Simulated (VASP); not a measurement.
# AlNi3 (Pm-3m) in VASP: further runs

Runs on AlNi3. Level: PBE. Tasks: single point.

All numbers are computed with VASP 6.6.1; they aren't measurements. Logs are shortened: lines on timing, memory, paths and dates and some standing lists are left out, and cuts for length are marked.

## 1. The cell of the first run

The structure is cubic, space group Pm-3m (No. 221). Conventional cell: a = 3.523 Å, b = 3.523 Å, c = 3.523 Å, α = 90.00°, β = 90.00°, γ = 90.00°. Within 3.3 Å of Al (site symmetry m-3m) lie 12 Ni at 2.49 Å. Within 3.3 Å of Ni (site symmetry 4/mmm) lie 4 Al at 2.49 Å and 8 Ni at 2.49 Å.

## 2. Single point, PBE, collinear spin, ferromagnetic start

Contents of INCAR:

```
ALGO     = Normal         # electronic algorithm
EDIFF    = 1E-7           # SCF threshold, eV
ENCUT    = 520            # plane-wave cutoff, eV
GGA      = PE             # functional
ISIF     = 2              # what is computed and relaxed
ISMEAR   = -1             # smearing method
ISPIN    = 2              # spin polarisation
LASPH    = T              # aspherical terms in the spheres
LCHARG   = F              # write CHGCAR
LMAXMIX  = 4              # l up to which the mixer works
LORBIT   = 11             # projections on sites
LREAL    = F              # projectors in reciprocal space
LWAVE    = F              # write WAVECAR
MAGMOM   = 0 0.3 0.3 0.3  # initial moments
NBANDS   = 28             # bands
NELM     = 150            # most SCF steps
PREC     = Accurate       # precision mode
SIGMA    = 0.03           # smearing width, eV
```

Contents of KPOINTS:

```
k-points
0
Gamma
  10 10 10
```

Contents of POSCAR:

```
AlNi3
1.0
    3.5230547267      0.0000000000      0.0000000000
    0.0000000000      3.5230547267      0.0000000000
    0.0000000000      0.0000000000      3.5230547267
Al Ni
1 3
Direct
    0.0000000000      0.0000000000      0.0000000000
    0.0000000000      0.5000000000      0.5000000000
    0.5000000000      0.0000000000      0.5000000000
    0.5000000000      0.5000000000      0.0000000000
```

Potentials or basis: VASP PAW PBE potentials, release 64 (Al, Ni).

Started as:

```bash
cat potpaw_PBE.64/Al/POTCAR potpaw_PBE.64/Ni/POTCAR > POTCAR
mpirun -np 1 vasp_std > vasp.out
```

OUTCAR:

```text
EDIFF = 1E-7
   ENCUT = 520
   GGA = PE
   ISIF = 2
   ISMEAR = -1
   ISPIN = 2
   LASPH = T
   LORBIT = 11
   LREAL = F
   NELM = 150
   PREC = Accurate

 ion  position               nearest neighbor table
   1  0.000  0.000  0.000-   2 2.49   3 2.49   4 2.49   2 2.49   3 2.49   2 2.49   4 2.49   2 2.49
                             3 2.49   4 2.49   3 2.49   4 2.49
   2  0.000  0.500  0.500-   1 2.49   3 2.49   4 2.49   1 2.49   4 2.49   1 2.49   3 2.49   1 2.49
                             3 2.49   4 2.49   4 2.49   3 2.49
   3  0.500  0.000  0.500-   1 2.49   2 2.49   4 2.49   1 2.49   4 2.49   2 2.49   4 2.49   4 2.49
                             1 2.49   2 2.49   1 2.49   2 2.49
   4  0.500  0.500  0.000-   1 2.49   2 2.49   3 2.49   2 2.49   3 2.49   1 2.49   3 2.49   3 2.49
                             1 2.49   2 2.49   2 2.49   1 2.49

  LATTYP: Found a simple cubic cell.
 ALAT       =     3.5230547267

  Lattice vectors:

 A1 = (   3.5230547267,   0.0000000000,   0.0000000000)
 A2 = (   0.0000000000,   3.5230547267,   0.0000000000)
 A3 = (   0.0000000000,   0.0000000000,   3.5230547267)

Analysis of symmetry for initial positions (statically):
=====================================================================
 Subroutine PRICEL returns:
 Original cell was already a primitive cell.

 Routine SETGRP: Setting up the symmetry group for a
 simple cubic supercell.

 Subroutine GETGRP returns: Found 48 space group operations
 (whereof 48 operations were pure point group operations)
 out of a pool of 48 trial point group operations.

The static configuration has the point symmetry O_h .

Analysis of symmetry for dynamics (positions and initial velocities):
=====================================================================
 Subroutine PRICEL returns:
 Original cell was already a primitive cell.

 Routine SETGRP: Setting up the symmetry group for a
 simple cubic supercell.

 Subroutine GETGRP returns: Found 48 space group operations
 (whereof 48 operations were pure point group operations)
 out of a pool of 48 trial point group operations.

The dynamic configuration has the point symmetry O_h .

Analysis of structural, dynamic, and magnetic symmetry:
=====================================================================
 Subroutine PRICEL returns:
 Original cell was already a primitive cell.

 Routine SETGRP: Setting up the symmetry group for a
 simple cubic supercell.

 Subroutine GETGRP returns: Found 48 space group operations
 (whereof 48 operations were pure point group operations)
 out of a pool of 48 trial point group operations.

The overall configuration has the point symmetry O_h .

 Subroutine INISYM returns: Found 48 space group operations
 (whereof 48 operations are pure point group operations),
 and found     1 'primitive' translations

----------------------------------------------------------------------------------------

                                     Primitive cell

  volume of cell :      43.7279

  direct lattice vectors                    reciprocal lattice vectors
     3.523054727  0.000000000  0.000000000     0.283844583  0.000000000  0.000000000
     0.000000000  3.523054727  0.000000000     0.000000000  0.283844583  0.000000000
     0.000000000  0.000000000  3.523054727     0.000000000  0.000000000  0.283844583

  length of vectors
     3.523054727  3.523054727  3.523054727     0.283844583  0.283844583  0.283844583

  position of ions in fractional coordinates (direct lattice)
     0.000000000  0.000000000  0.000000000
     0.000000000  0.500000000  0.500000000
     0.500000000  0.000000000  0.500000000
     0.500000000  0.500000000  0.000000000

  ion indices of the primitive-cell ions
   primitive index   ion index
                 1           1
                 2           2
                 3           3
                 4           4

----------------------------------------------------------------------------------------

 KPOINTS: k-points

Automatic generation of k-mesh.
 Grid dimensions read from file:
 generate k-points for:   10   10   10

 Generating k-lattice:

  Cartesian coordinates                     Fractional coordinates (reciprocal lattice)
     0.028384458  0.000000000  0.000000000     0.100000000  0.000000000  0.000000000
     0.000000000  0.028384458  0.000000000     0.000000000  0.100000000  0.000000000
     0.000000000  0.000000000  0.028384458     0.000000000  0.000000000  0.100000000

  Length of vectors
     0.028384458  0.028384458  0.028384458

  Shift w.r.t. Gamma in fractional coordinates (k-lattice)
     0.000000000  0.000000000  0.000000000

 Subroutine IBZKPT returns following result:
 ===========================================

 Found     56 irreducible k-points:

 Following reciprocal coordinates:
            Coordinates               Weight
  0.000000  0.000000  0.000000      1.000000
  0.100000  0.000000  0.000000      6.000000
  0.200000  0.000000  0.000000      6.000000
  0.300000  0.000000  0.000000      6.000000
  0.400000  0.000000  0.000000      6.000000
  0.500000  0.000000  0.000000      3.000000
[... 16 lines left out ...]
  0.200000  0.100000  0.100000     24.000000
  0.300000  0.100000  0.100000     24.000000
 [... further k-points ...]
   k-points           NKPTS =     56   k-points in BZ     NKDIM =     56   number of bands    NBANDS=     28
   number of dos      NEDOS =    301   number of ions     NIONS =      4
   total plane-waves  NPLWV =  21952
   dimension x,y,z NGX =    28 NGY =   28 NGZ =   28
   dimension x,y,z NGXF=    56 NGYF=   56 NGZF=   56
   ions per type =               1   3
   NGX,Y,Z   is equivalent  to a cutoff of  13.21, 13.21, 13.21 a.u.
   NGXF,Y,Z  is equivalent  to a cutoff of  26.43, 26.43, 26.43 a.u.
 SYSTEM =  unknown system
   PREC   = accura    normal or accurate (medium, high low for compatibility)
   ISTART =      0    job   : 0-new  1-cont  2-samecut
   ICHARG =      2    charge: 1-file 2-atom 10-const
   ISPIN  =      2    spin polarized calculation?
   LNONCOLLINEAR =      F non collinear calculations
   LSORBIT =      F    spin-orbit coupling
   LASPH  =      T    aspherical Exc in radial PAW
   ENCUT  =  520.0 eV  38.22 Ry    6.18 a.u.   6.55  6.55  6.55*2*pi/ulx,y,z
   NELM   =    150;   NELMIN=  2; NELMDL= -5     # of ELM steps
   EDIFF  = 0.1E-06   stopping-criterion for ELM
   LREAL  =      F    real-space projection
   EDIFFG = 0.1E-05   stopping-criterion for IOM
   NSW    =      0    number of steps for IOM
   IBRION =     -1    ionic relax: 0-MD 1-quasi-New 2-CG
   NFREE  =      0    steps in history (QN), initial steepest desc. (CG)
   ISIF   =      2    stress and relaxation
   ISYM   =      2    0-nonsym 1-usesym 2-fastsym
   POTIM  = 0.5000    time-step for ionic-motion
   TEBEG  =    0.0;   TEEND  =   0.0 temperature during run
   PSTRESS=    0.0 pullay stress
   NELECT =      33.0000    total number of electrons
   NUPDOWN=      -1.0000    fix difference up-down
   EMIN   =  10.00;   EMAX   =-10.00  energy-range for DOS
   EFERMI =   0.00;   METHOD = LEGACY
   ISMEAR =    -1;   SIGMA  =   0.03  broadening in eV -4-tet -1-fermi 0-gaus
   EFERMI_NEDOS =   21; number of points for ismear=-14 and -15
   IALGO  =     38    algorithm
   IMIX   =      4    mixing-type and parameters
     AMIX     =   0.40;   BMIX     =  1.00
     AMIX_MAG =   1.60;   BMIX_MAG =  1.00
  volume/ion in A,a.u.               =      10.93        73.77
  Fermi-wavevector in a.u.,A,eV,Ry     =   1.490482  2.816603 30.225843  2.221537
  Thomas-Fermi vector in A             =   2.603258
   LORBIT       =     11    0 simple, 1 ext, 2 COOP (PROOUT), +10 PAW based schemes
   GGA     = PE    functional components
   LHFCALC =     F    Hartree Fock is set to
   AEXX    =    0.0000 exact exchange contribution
   IVDW    =     0    specifies the selected vdW correction
   LEPSILON=     F    determine dielectric tensor
   LRPA    =     F    only Hartree local field effects (RPA)
 spin polarized calculation
  energy-cutoff  :      520.00
  volume of cell :       43.73
 maximum number of plane-waves:      1208
 NGX is ok and might be reduce to    28
   NGX = 13   NGY = 13   NGZ = 13

 number of electron      32.9999980 magnetization      -0.0001578

 number of electron      32.9999980 magnetization       0.0003325

 Free energy of the ion-electron system (eV)
  ---------------------------------------------------
  ext. energy  EPLUGINS =         0.00000000
  ---------------------------------------------------
  free energy    TOTEN  =       -21.85125177 eV

  energy without entropy =      -21.83492987  energy(sigma->0) =      -21.84309082

 E-fermi :   9.8851     XC(G=0): -12.8539

 val. band max:        9.8787157269   @ k =   0.4000   0.4000   0.4000
 cond. band min:       9.8882815691   @ k =   0.3000   0.2000   0.1000
 fundamental gap:      0.0095658422
 Fermi energy:         9.8850996945

 spin component 1

 k-point     1 :       0.0000    0.0000    0.0000
  band No.  band energies     occupation
      1      -0.2507      1.00000
      2       5.4944      1.00000
      3       6.2213      1.00000
      4       6.2213      1.00000
      5       6.6493      1.00000
      6       6.6493      1.00000
[... 733 lines left out ...]
     27      23.0159      0.00000
     28      25.0236      0.00000

 [... further k-points ...]

 spin component 2

 k-point     1 :       0.0000    0.0000    0.0000
  band No.  band energies     occupation
      1      -0.2508      1.00000
      2       5.4944      1.00000
      3       6.2214      1.00000
      4       6.2214      1.00000
      5       6.6494      1.00000
      6       6.6494      1.00000
[... 733 lines left out ...]
     27      23.0159      0.00000
     28      25.0236      0.00000

 [... further k-points ...]

------------------------ aborting loop because EDIFF is reached ----------------------------------------

  FORCE on cell =-STRESS in cart. coord.  units (eV):
  Direction    XX          YY          ZZ          XY          YZ          ZX
  --------------------------------------------------------------------------------------
  -------------------------------------------------------------------------------------
  Total        1.9067563      1.9067563      1.9067563      0.0000000      0.0000000     -0.0000000
  in kB       69.8630598     69.8630598     69.8630598      0.0000000      0.0000000     -0.0000000
  external PRESSURE =      69.8630598 kB  Pullay stress =       0.0000000 kB

 VOLUME and BASIS-vectors are now :
 -----------------------------------------------------------------------------
  energy-cutoff  :      520.00
  volume of cell :       43.73
      direct lattice vectors                 reciprocal lattice vectors
     3.523054727  0.000000000  0.000000000     0.283844583  0.000000000  0.000000000
     0.000000000  3.523054727  0.000000000     0.000000000  0.283844583  0.000000000
     0.000000000  0.000000000  3.523054727     0.000000000  0.000000000  0.283844583

 POSITION                                       TOTAL-FORCE (eV/Angst)
 -----------------------------------------------------------------------------------
      0.00000      0.00000      0.00000         0.000000      0.000000      0.000000
      0.00000      1.76153      1.76153         0.000000      0.000000      0.000000
      1.76153      0.00000      1.76153         0.000000      0.000000      0.000000
      1.76153      1.76153      0.00000         0.000000      0.000000      0.000000
 -----------------------------------------------------------------------------------
    total drift:                                0.000000      0.000000      0.000000

  FREE ENERGIE OF THE ION-ELECTRON SYSTEM (eV)
  ---------------------------------------------------
  free  energy   TOTEN  =       -21.8512517707 eV

  energy  without entropy=      -21.8349298666  energy(sigma->0) =      -21.84309082

 total charge

# of ion       s       p       d       tot
------------------------------------------
    1        0.412   0.405   0.000   0.817
    2        0.507   0.545   8.397   9.449
    3        0.507   0.545   8.397   9.449
    4        0.507   0.545   8.397   9.449
--------------------------------------------------
tot          1.932   2.040  25.192  29.163

 magnetization (x)

# of ion       s       p       d       tot
------------------------------------------
    1        0.000  -0.000   0.000  -0.000
    2       -0.000  -0.000   0.000   0.000
    3       -0.000  -0.000   0.000   0.000
    4       -0.000  -0.000   0.000   0.000
--------------------------------------------------
tot         -0.000  -0.000   0.000   0.000
```

Run time: 86 s. Hardware: 1 thread of Intel Xeon 6975P-C (Granite Rapids), shared host; peak memory 0.24 GiB.

What came out:

| Property | Result |
| --- | --- |
| Free energy | -21.8513 eV |
| Pressure | 7.0 GPa |
| Net moment | 0.00 μB per cell |
| Valence electrons inside the program's atomic spheres | Al 0.82; Ni 9.45 |

Caveat: the cell stands under pressure.

## 3. Single point, PBE, collinear spin, ferrimagnetic start

Contents of INCAR:

```
  PREC = Accurate
  ENCUT = 520
  EDIFF = 1E-7
  ISMEAR = -1
  SIGMA = 0.03
  LREAL = F
  LASPH = T
  NELM = 150
  ALGO = Normal
  ISIF = 2
  LWAVE = F
  LCHARG = T
  ISPIN = 2
  MAGMOM = 0 0.3 0.3 -0.3
  LORBIT = 11
  LMAXMIX = 4
  GGA = PE
  LELF = T
  LVHAR = T
  NBANDS = 28
```

Contents of KPOINTS:

```
regular mesh
0
Gamma
  10 10 10
```

POSCAR is that of step 2.

Potentials or basis: VASP PAW PBE potentials, release 64 (Al, Ni).

Started as:

```bash
cat potpaw_PBE.64/Al/POTCAR potpaw_PBE.64/Ni/POTCAR > POTCAR
mpirun -np 1 vasp_std > vasp.out
```

Run time: 2.8 min. Hardware: 1 thread of Intel Xeon 6975P-C (Granite Rapids), shared host; peak memory 0.34 GiB.

It converged, with:

| Quantity | Value |
| --- | --- |
| Free energy | -21.8513 eV |
| Pressure | 7.0 GPa |
| Net moment | 0.00 μB per cell |
| Valence electrons inside the program's atomic spheres | Al 0.82; Ni 9.45 |

Levels at points of the mesh, in eV from the Fermi level:
Spin up:
```tsv
k point	band 13	band 14	band 15	band 16	band 17	band 18	band 19	band 20	band 21	band 22
(0.00, 0.00, 0.00)	-0.07	0.19	0.19	0.19	0.91	0.91	0.91	6.82	6.82	7.64
(0.50, 0.00, 0.00)	-1.06	-1.06	-0.91	-0.37	0.19	5.72	5.72	5.76	5.76	6.62
(0.00, 0.00, 0.50)	-1.06	-1.06	-0.91	-0.37	0.19	5.72	5.72	5.76	5.76	6.62
(0.50, 0.50, 0.00)	-1.21	-1.13	-0.85	-0.76	-0.48	1.07	1.07	8.38	8.38	8.42
(0.00, 0.50, 0.50)	-1.21	-1.13	-0.85	-0.76	-0.48	1.07	1.07	8.38	8.38	8.42
(0.50, 0.50, 0.50)	-1.22	-0.96	-0.96	-0.17	-0.02	-0.02	-0.02	3.66	4.32	4.32
```
Spin down:
| k point | band 14 | band 15 | band 16 | band 17 | band 18 | band 19 | band 20 | band 21 |
| --- | --- | --- | --- | --- | --- | --- | --- | --- |
| (0.00, 0.00, 0.00) | 0.19 | 0.19 | 0.19 | 0.91 | 0.91 | 0.91 | 6.82 | 6.82 |
| (0.50, 0.00, 0.00) | -1.06 | -0.91 | -0.38 | 0.19 | 5.72 | 5.72 | 5.76 | 5.76 |
| (0.00, 0.00, 0.50) | -1.06 | -0.91 | -0.38 | 0.19 | 5.72 | 5.72 | 5.76 | 5.76 |
| (0.50, 0.50, 0.00) | -1.13 | -0.85 | -0.76 | -0.48 | 1.07 | 1.07 | 8.38 | 8.38 |
| (0.00, 0.50, 0.50) | -1.13 | -0.85 | -0.76 | -0.48 | 1.07 | 1.07 | 8.38 | 8.38 |
| (0.50, 0.50, 0.50) | -0.96 | -0.96 | -0.17 | -0.02 | -0.02 | -0.02 | 3.66 | 4.32 |

Caveat: the cell stands under pressure.

[end of part 1 of 2]
